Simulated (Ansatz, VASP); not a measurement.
**Two plane-wave programs on Pd**

```
Pd
1.0
    -2.43253    2.43253    1.33789
     2.43253   -2.43253    1.33789
     2.43253    2.43253   -1.33789
Pd
2
Direct
  0.62500 0.87500 0.75000
  0.37500 0.12500 0.25000
```

Alike in both runs: task relaxation of cell and atoms; functional PBE; k mesh 16 × 16 × 16; occupations fermi-dirac, width 0.05 eV; no spin polarisation.

```csv
,VASP,Ansatz
version,VASP 6.6.1,Ansatz 0.2.0
potentials or method,"VASP PAW PBE potentials, release 64 (Pd)","PAW with Ansatz's default frozen-core files, scalar-relativistic"
plane-wave cutoff (eV),600,420
valence electrons in the cell,20,36
```

Ansatz gave:

```
relaxed volume (Å³/atom)                                        : 16.90
relaxed length of the cell vector where the two differ most in proportion (Å) : 3.791
```

Problem. Estimate VASP's values.

Solution. Relaxed volume (Å³/atom): 16.85; relaxed length of the cell vector where the two differ most in proportion (Å): 3.787.

VASP's potentials hold 20 valence electrons a cell and Ansatz's 36, so a difference there can come from the potentials and not from the codes.
